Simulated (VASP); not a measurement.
# BAs (F-43m) in VASP: settings compared

Aim: see how the results for BAs move with the level of theory and the settings. Levels: PBE, PBEsol, LDA. Tasks: single point.

All numbers are computed with VASP 6.6.1; they aren't measurements. Logs are shortened: lines on timing, memory, paths and dates and some standing lists are left out, and cuts for length are marked.

## Step 1: The cell of the first run

Symmetry: F-43m, No. 216, cubic system. The conventional cell has a = 4.784 Å, b = 4.784 Å, c = 4.784 Å, α = 90.00°, β = 90.00°, γ = 90.00°. Within 2.7 Å of B (site symmetry -43m) lie 4 As at 2.07 Å. Within 2.7 Å of As (site symmetry -43m) lie 4 B at 2.07 Å.

## Step 2: Single point, PBE

Contents of INCAR:

```
SYSTEM = BAs
PREC     = Accurate       ! precision mode
ENCUT    = 520            ! plane-wave cutoff, eV
EDIFF    = 1E-6           ! SCF threshold, eV
ISMEAR   = 0              ! smearing method
SIGMA    = 0.01           ! smearing width, eV
LREAL    = .FALSE.        ! projectors in reciprocal space
LASPH    = .TRUE.         ! aspherical terms in the spheres
NELM     = 100            ! most SCF steps
ALGO     = Normal         ! electronic algorithm
ISIF     = 2              ! what is computed and relaxed
LWAVE    = .FALSE.        ! write WAVECAR
LCHARG   = .TRUE.         ! write CHGCAR
GGA      = PE             ! functional
LELF     = .TRUE.         ! ELF
LVHAR    = .TRUE.       
NBANDS   = 11             ! bands
```

Contents of KPOINTS:

```
regular mesh
0
G
  6 6 6
  0 0 0
```

Contents of POSCAR:

```
BAs
1.0
    0.0000000000      2.3918698983      2.3918698983
    2.3918698983      0.0000000000      2.3918698983
    2.3918698983      2.3918698983      0.0000000000
B As
1 1
Direct
    0.0000000000      0.0000000000      0.0000000000
    0.2500000000      0.2500000000      0.2500000000
```

Potentials or basis: VASP PAW PBE potentials, release 64 (B, As).

On the command line:

```sh
> cat potpaw_PBE.64/B/POTCAR potpaw_PBE.64/As/POTCAR > POTCAR
> mpirun -np 1 vasp_std > vasp.out
```

OUTCAR:

```text
SYSTEM = BAs
   PREC = Accurate
   ENCUT = 520
   EDIFF = 1E-6
   ISMEAR = 0
   LREAL = .FALSE.
   LASPH = .TRUE.
   NELM = 100
   ISIF = 2
   GGA = PE

 ion  position               nearest neighbor table
   1  0.000  0.000  0.000-   2 2.07   2 2.07   2 2.07   2 2.07
   2  0.250  0.250  0.250-   1 2.07   1 2.07   1 2.07   1 2.07

  LATTYP: Found a face centered cubic cell.
 ALAT       =     4.7837397966

  Lattice vectors:

 A1 = (   0.0000000000,   2.3918698983,   2.3918698983)
 A2 = (   2.3918698983,   0.0000000000,   2.3918698983)
 A3 = (   2.3918698983,   2.3918698983,   0.0000000000)

Analysis of symmetry for initial positions (statically):
=====================================================================
 Subroutine PRICEL returns:
 Original cell was already a primitive cell.

 Routine SETGRP: Setting up the symmetry group for a
 face centered cubic supercell.

 Subroutine GETGRP returns: Found 24 space group operations
 (whereof 24 operations were pure point group operations)
 out of a pool of 48 trial point group operations.

The static configuration has the point symmetry T_d .

Analysis of symmetry for dynamics (positions and initial velocities):
=====================================================================
 Subroutine PRICEL returns:
 Original cell was already a primitive cell.

 Routine SETGRP: Setting up the symmetry group for a
 face centered cubic supercell.

 Subroutine GETGRP returns: Found 24 space group operations
 (whereof 24 operations were pure point group operations)
 out of a pool of 48 trial point group operations.

The dynamic configuration has the point symmetry T_d .

 Subroutine INISYM returns: Found 24 space group operations
 (whereof 24 operations are pure point group operations),
 and found     1 'primitive' translations

----------------------------------------------------------------------------------------

                                     Primitive cell

  volume of cell :      27.3680

  direct lattice vectors                    reciprocal lattice vectors
     0.000000000  2.391869898  2.391869898    -0.209041470  0.209041470  0.209041470
     2.391869898  0.000000000  2.391869898     0.209041470 -0.209041470  0.209041470
     2.391869898  2.391869898  0.000000000     0.209041470  0.209041470 -0.209041470

  length of vectors
     3.382614850  3.382614850  3.382614850     0.362070447  0.362070447  0.362070447

  position of ions in fractional coordinates (direct lattice)
     0.000000000  0.000000000  0.000000000
     0.250000000  0.250000000  0.250000000

  ion indices of the primitive-cell ions
   primitive index   ion index
                 1           1
                 2           2

----------------------------------------------------------------------------------------

 KPOINTS: regular mesh

Automatic generation of k-mesh.
 Grid dimensions read from file:
 generate k-points for:    6    6    6

 Generating k-lattice:

  Cartesian coordinates                     Fractional coordinates (reciprocal lattice)
    -0.034840245  0.034840245  0.034840245     0.166666667  0.000000000  0.000000000
     0.034840245 -0.034840245  0.034840245     0.000000000  0.166666667  0.000000000
     0.034840245  0.034840245 -0.034840245     0.000000000  0.000000000  0.166666667

  Length of vectors
     0.060345075  0.060345075  0.060345075

  Shift w.r.t. Gamma in fractional coordinates (k-lattice)
     0.000000000  0.000000000  0.000000000

 Subroutine IBZKPT returns following result:
 ===========================================

 Found     16 irreducible k-points:

 Following reciprocal coordinates:
            Coordinates               Weight
  0.000000  0.000000  0.000000      1.000000
  0.166667  0.000000  0.000000      8.000000
  0.333333  0.000000  0.000000      8.000000
  0.500000  0.000000  0.000000      4.000000
  0.166667  0.166667  0.000000      6.000000
  0.333333  0.166667  0.000000     24.000000
[... 8 lines left out ...]
 -0.333333  0.333333  0.166667     24.000000
 -0.333333  0.500000  0.166667     12.000000
   k-points           NKPTS =     16   k-points in BZ     NKDIM =     16   number of bands    NBANDS=     11
   number of dos      NEDOS =    301   number of ions     NIONS =      2
   total plane-waves  NPLWV =  21952
   dimension x,y,z NGX =    28 NGY =   28 NGZ =   28
   dimension x,y,z NGXF=    56 NGYF=   56 NGZF=   56
   ions per type =               1   1
   NGX,Y,Z   is equivalent  to a cutoff of  13.76, 13.76, 13.76 a.u.
   NGXF,Y,Z  is equivalent  to a cutoff of  27.52, 27.52, 27.52 a.u.
 SYSTEM =  BAs
   PREC   = accura    normal or accurate (medium, high low for compatibility)
   ISTART =      0    job   : 0-new  1-cont  2-samecut
   ICHARG =      2    charge: 1-file 2-atom 10-const
   ISPIN  =      1    spin polarized calculation?
   LNONCOLLINEAR =      F non collinear calculations
   LSORBIT =      F    spin-orbit coupling
   LASPH  =      T    aspherical Exc in radial PAW
   ENCUT  =  520.0 eV  38.22 Ry    6.18 a.u.   6.29  6.29  6.29*2*pi/ulx,y,z
   NELM   =    100;   NELMIN=  2; NELMDL= -5     # of ELM steps
   EDIFF  = 0.1E-05   stopping-criterion for ELM
   LREAL  =      F    real-space projection
   EDIFFG = 0.1E-04   stopping-criterion for IOM
   NSW    =      0    number of steps for IOM
   IBRION =     -1    ionic relax: 0-MD 1-quasi-New 2-CG
   NFREE  =      0    steps in history (QN), initial steepest desc. (CG)
   ISIF   =      2    stress and relaxation
   ISYM   =      2    0-nonsym 1-usesym 2-fastsym
   POTIM  = 0.5000    time-step for ionic-motion
   TEBEG  =    0.0;   TEEND  =   0.0 temperature during run
   PSTRESS=    0.0 pullay stress
   NELECT =       8.0000    total number of electrons
   NUPDOWN=      -1.0000    fix difference up-down
   EMIN   =  10.00;   EMAX   =-10.00  energy-range for DOS
   EFERMI =   0.00;   METHOD = LEGACY
   ISMEAR =     0;   SIGMA  =   0.01  broadening in eV -4-tet -1-fermi 0-gaus
   EFERMI_NEDOS =   21; number of points for ismear=-14 and -15
   IALGO  =     38    algorithm
   IMIX   =      4    mixing-type and parameters
     AMIX     =   0.40;   BMIX     =  1.00
     AMIX_MAG =   1.60;   BMIX_MAG =  1.00
  volume/ion in A,a.u.               =      13.68        92.34
  Fermi-wavevector in a.u.,A,eV,Ry     =   1.086486  2.053160 16.061008  1.180451
  Thomas-Fermi vector in A             =   2.222623
   LORBIT       =      0    0 simple, 1 ext, 2 COOP (PROOUT), +10 PAW based schemes
   GGA     = PE    functional components
   LHFCALC =     F    Hartree Fock is set to
   AEXX    =    0.0000 exact exchange contribution
   IVDW    =     0    specifies the selected vdW correction
   LEPSILON=     F    determine dielectric tensor
   LRPA    =     F    only Hartree local field effects (RPA)
 non-spin polarized calculation
 Gauss-broadening in eV      SIGMA  =   0.01
  energy-cutoff  :      520.00
  volume of cell :       27.37
 maximum number of plane-waves:       754
 NGX is ok and might be reduce to    28
   NGX = 13   NGY = 13   NGZ = 13

 number of electron       8.0000000 magnetization

 Free energy of the ion-electron system (eV)
  ---------------------------------------------------
  ext. energy  EPLUGINS =         0.00000000
  ---------------------------------------------------
  free energy    TOTEN  =       -11.38994632 eV

  energy without entropy =      -11.38994632  energy(sigma->0) =      -11.38994632

 E-fermi :   6.1351     XC(G=0): -10.5627

 val. band max:        6.0858874249   @ k =   0.0000   0.0000   0.0000
 cond. band min:       7.3618619794   @ k =   0.3333   0.3333   0.0000
 fundamental gap:      1.2759745545
 Fermi energy:         6.1351443524

 k-point     1 :       0.0000    0.0000    0.0000
  band No.  band energies     occupation
      1      -9.2787      2.00000
      2       6.0859      2.00000
      3       6.0859      2.00000
      4       6.0859      2.00000
      5       9.3545      0.00000
      6       9.3545      0.00000
      7       9.3545      0.00000
      8      10.7194      0.00000
      9      15.6471      0.00000
     10      19.0153      0.00000
     11      19.0153      0.00000

 k-point     2 :       0.1667    0.0000    0.0000
  band No.  band energies     occupation
      1      -8.8276      2.00000
      2       3.1336      2.00000
      3       5.4068      2.00000
      4       5.4068      2.00000
      5       9.3666      0.00000
      6      10.2380      0.00000
      7      10.2380      0.00000
      8      12.6979      0.00000
      9      17.0631      0.00000
     10      17.3623      0.00000
     11      17.3623      0.00000

 k-point     3 :       0.3333    0.0000    0.0000
  band No.  band energies     occupation
      1      -7.5672      2.00000
      2      -0.6369      2.00000
      3       4.5754      2.00000
      4       4.5754      2.00000
      5       8.9248      0.00000
      6      10.9042      0.00000
      7      10.9042      0.00000
      8      14.7472      0.00000
      9      17.5512      0.00000
     10      18.0909      0.00000
     11      18.0909      0.00000

 k-point     4 :       0.5000    0.0000    0.0000
  band No.  band energies     occupation
      1      -6.4220      2.00000
      2      -2.6741      2.00000
      3       4.2707      2.00000
      4       4.2707      2.00000
      5       8.7524      0.00000
      6      10.8586      0.00000
      7      10.8586      0.00000
      8      14.9408      0.00000
      9      18.7707      0.00000
     10      20.6226      0.00000
     11      20.6226      0.00000
[... 127 lines left out ...]
 k-point    14 :       0.5000    0.3333    0.1667
  band No.  band energies     occupation
      1      -6.4911      2.00000
      2      -0.6569      2.00000
      3       1.2306      2.00000
      4       2.8827      2.00000
      5       9.8589      0.00000
      6      11.2661      0.00000
      7      11.9308      0.00000
      8      15.0987      0.00000
      9      17.5078      0.00000
     10      19.7824      0.00000
     11      22.1250      0.00000

 k-point    15 :      -0.3333    0.3333    0.1667
  band No.  band energies     occupation
      1      -5.4706      2.00000
      2      -1.9424      2.00000
      3       0.6907      2.00000
      4       2.2379      2.00000
      5      10.4108      0.00000
      6      11.3088      0.00000
      7      13.5159      0.00000
      8      14.9577      0.00000
      9      16.3092      0.00000
     10      20.5093      0.00000
     11      22.3123      0.00000

 k-point    16 :      -0.3333    0.5000    0.1667
  band No.  band energies     occupation
      1      -4.9934      2.00000
      2      -2.1020      2.00000
      3       0.9535      2.00000
      4       1.1485      2.00000
      5       9.8541      0.00000
      6      10.0646      0.00000
      7      14.7033      0.00000
      8      14.9487      0.00000
      9      18.3580      0.00000
     10      21.6917      0.00000
     11      21.8840      0.00000

------------------------ aborting loop because EDIFF is reached ----------------------------------------

  FORCE on cell =-STRESS in cart. coord.  units (eV):
  Direction    XX          YY          ZZ          XY          YZ          ZX
  --------------------------------------------------------------------------------------
  -------------------------------------------------------------------------------------
  Total        0.4865786      0.4865786      0.4865786     -0.0000000      0.0000000      0.0000000
  in kB       28.4853091     28.4853091     28.4853091     -0.0000000      0.0000000      0.0000000
  external PRESSURE =      28.4853091 kB  Pullay stress =       0.0000000 kB

 VOLUME and BASIS-vectors are now :
 -----------------------------------------------------------------------------
  energy-cutoff  :      520.00
  volume of cell :       27.37
      direct lattice vectors                 reciprocal lattice vectors
     0.000000000  2.391869898  2.391869898    -0.209041470  0.209041470  0.209041470
     2.391869898  0.000000000  2.391869898     0.209041470 -0.209041470  0.209041470
     2.391869898  2.391869898  0.000000000     0.209041470  0.209041470 -0.209041470

 POSITION                                       TOTAL-FORCE (eV/Angst)
 -----------------------------------------------------------------------------------
      0.00000      0.00000      0.00000         0.000000      0.000000      0.000000
      1.19593      1.19593      1.19593        -0.000000     -0.000000     -0.000000
 -----------------------------------------------------------------------------------
    total drift:                               -0.000000     -0.000000     -0.000000

  FREE ENERGIE OF THE ION-ELECTRON SYSTEM (eV)
  ---------------------------------------------------
  free  energy   TOTEN  =       -11.3899463209 eV

  energy  without entropy=      -11.3899463209  energy(sigma->0) =      -11.38994632
```

It took 3.4 s on 1 thread of AMD EPYC 9R45 (Zen 5), shared host; peak memory 0.12 GiB.

Results:

| Item | Value |
| --- | --- |
| Free energy | -11.3899 eV |
| Pressure | 2.8 GPa |
| Band gap on the k mesh | 1.28 eV, indirect (least direct gap 3.27 eV) |

Levels at points of the mesh, in eV from the valence-band top:
| k point | band 1 | band 2 | band 3 | band 4 | band 5 | band 6 | band 7 | band 8 |
| --- | --- | --- | --- | --- | --- | --- | --- | --- |
| (0.00, 0.00, 0.00) | -15.36 | 0.00 | 0.00 | 0.00 | 3.27 | 3.27 | 3.27 | 4.63 |
| (0.50, 0.00, 0.00) | -12.51 | -8.76 | -1.82 | -1.82 | 2.67 | 4.77 | 4.77 | 8.85 |
| (0.50, 0.50, 0.00) | -11.20 | -8.51 | -4.06 | -4.06 | 1.43 | 1.44 | 11.33 | 11.33 |

## Step 3: Single point, PBEsol

This run uses another cell than the first one, of 13.55 Å³/atom, 0.990 times its volume.

Contents of INCAR:

```
  PREC = Accurate
  ENCUT = 520
  EDIFF = 1E-6
  ISMEAR = -1
  SIGMA = 0.02
  LREAL = F
  LASPH = T
  NELM = 80
  ALGO = Normal
  ISIF = 2
  LWAVE = F
  LCHARG = T
  GGA = PS
  LELF = T
  LVHAR = T
  NBANDS = 11
```

Contents of KPOINTS:

```
Automatic mesh
0
Gamma
  8 8 8
```

Contents of POSCAR:

```
BAs
1.0
    0.0000000000      2.3838188511      2.3838188511
    2.3838188511      0.0000000000      2.3838188511
    2.3838188511      2.3838188511      0.0000000000
B As
1 1
Direct
    0.0000000000      0.0000000000      0.0000000000
    0.2500000000      0.2500000000      0.2500000000
```

Potentials or basis: VASP PAW PBE potentials, release 64 (B, As).

On the command line:

```sh
> cat potpaw_PBE.64/B/POTCAR potpaw_PBE.64/As/POTCAR > POTCAR
> mpirun -np 1 vasp_std > vasp.out
```

It took 4.9 s on 1 thread of AMD EPYC 9R45 (Zen 5), shared host; peak memory 0.13 GiB.

Results (log left out):

| Property | Result |
| --- | --- |
| Free energy | -12.2011 eV |
| Pressure | 0.9 GPa |
| Band gap on the k mesh | 1.09 eV, indirect (least direct gap 3.25 eV) |

Levels at points of the mesh, in eV from the valence-band top:
```
           k point  band 2  band 3  band 4  band 5  band 6  band 7
(0.00, 0.00, 0.00)    0.00    0.00    0.00    3.25    3.25    3.25
(0.50, 0.00, 0.00)   -8.88   -1.84   -1.84    2.69    4.73    4.73
(0.50, 0.50, 0.00)   -8.57   -4.13   -4.13    1.31    1.33   11.40
```

Caveat: the PAW data sets were made with another functional, which shifts forces and pressure a little. Expect the measured gap to be larger: semilocal functionals such as PBEsol lack the derivative discontinuity.

## Step 4: Single point, LDA

This run uses another cell than the first one, of 13.25 Å³/atom, 0.968 times its volume.

Contents of INCAR:

```
SYSTEM = BAs
PREC = Accurate
ENCUT = 520
EDIFF = 1E-7
ISMEAR = -1
SIGMA = 0.02
LREAL = .False.
LASPH = .True.
NELM = 100
ALGO = Normal
ISIF = 2
LWAVE = .False.
LCHARG = .False.
NBANDS = 11
```

Contents of KPOINTS:

```
regular mesh
0
Gamma
  8 8 8
  0 0 0
```

Contents of POSCAR:

```
BAs
1.0
    0.0000000000      2.3662726948      2.3662726948
    2.3662726948      0.0000000000      2.3662726948
    2.3662726948      2.3662726948      0.0000000000
B As
1 1
Direct
    0.0000000000      0.0000000000      0.0000000000
    0.2500000000      0.2500000000      0.2500000000
```

Potentials or basis: VASP PAW LDA potentials, release 64 (B, As).

On the command line:

```sh
> cat potpaw_LDA.64/B/POTCAR potpaw_LDA.64/As/POTCAR > POTCAR
> mpirun -np 1 vasp_std > vasp.out
```

Run time: 4.3 s. Hardware: 1 thread of AMD EPYC 9R45 (Zen 5), shared host; peak memory 0.11 GiB.

The run converged. Its results:

| Item | Value |
| --- | --- |
| Free energy | -12.9238 eV |
| Pressure | 0.9 GPa |
| Band gap on the k mesh | 1.11 eV, indirect (least direct gap 3.29 eV) |

Levels at points of the mesh, in eV from the valence-band top:
| k point | band 1 | band 2 | band 3 | band 4 | band 5 | band 6 | band 7 | band 8 |
| --- | --- | --- | --- | --- | --- | --- | --- | --- |
| (0.00, 0.00, 0.00) | -15.63 | 0.00 | 0.00 | 0.00 | 3.29 | 3.29 | 3.29 | 5.05 |
| (0.50, 0.00, 0.00) | -12.67 | -8.96 | -1.87 | -1.87 | 2.86 | 4.78 | 4.78 | 8.75 |
| (0.50, 0.50, 0.00) | -11.35 | -8.59 | -4.19 | -4.19 | 1.32 | 1.38 | 11.50 | 11.50 |

(Part 1 of 2 ends here.)
